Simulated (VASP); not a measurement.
WSe2: single point with PBE

System: WSe2, a slab with vacuum.

```xyz
12
Lattice="3.3207 0.0000 0.0000 -1.6603 2.8758 0.0000 0.0000 0.0000 34.8931" Properties=species:S:1:pos:R:3 pbc="T T T"
W     1.6603    0.9586   31.4634
W     1.6603    0.9586   10.2807
W     0.0000    1.9172   24.6124
W     0.0000    1.9172    3.4297
Se    0.0000    1.9172   32.9738
Se    0.0000    1.9172   11.7910
Se    1.6603    0.9586   26.1228
Se    1.6603    0.9586    4.9402
Se    0.0000    1.9172   29.9529
Se    0.0000    1.9172    8.7703
Se    1.6603    0.9586   23.1021
Se    1.6603    0.9586    1.9193
```

This cell differs from its parent crystal: strain -0.1000 x Voigt [0, 0, 1, 0, 0, 0].

- Program: VASP 6.6.1
- Task: single point
- Functional: PBE
- Potentials or basis: VASP PAW PBE potentials, release 64 (W_sv, Se)
- Cutoff: 520 eV
- k mesh: 12 × 12 × 1
- Occupations: gaussian, width 0.05 eV
- Spin: no spin polarisation

```json
{
  "Largest force": "3.626 eV/Å",
  "Band gap on the k mesh": "0.38 eV (least direct gap 1.15 eV)"
}
```

Forces in eV/Å, atoms in the order of the input:
```
W    0.000  0.000  0.000
W    0.000  0.000  0.005
W    0.000  0.000 -0.005
W    0.000  0.000  0.000
Se   0.000  0.000  3.609
Se   0.000  0.000  3.626
Se   0.000  0.000  3.610
Se   0.000  0.000  3.609
Se   0.000  0.000 -3.609
Se   0.000  0.000 -3.610
Se   0.000  0.000 -3.626
Se   0.000  0.000 -3.609
```

Levels at points of the mesh, in eV from the valence-band top:
```
           k point  band 48  band 49  band 50  band 51  band 52  band 53  band 54  band 55  band 56  band 57
(0.00, 0.00, 0.00)    -1.64    -0.60    -0.37    -0.14     0.00     2.41     2.41     2.41     2.41     2.42
(0.50, 0.00, 0.00)    -2.04    -1.65    -1.63    -1.60    -1.59     1.52     1.52     1.53     1.53     1.94
```

Run time: 21 min on 1 thread of Intel Xeon 8259CL (shared host), peak memory 0.68 GiB.

Caveat: the cell differs from its parent crystal (strain -0.1000 x Voigt [0, 0, 1, 0, 0, 0]); spin-orbit coupling is left out, which moves the levels of the heavy elements.
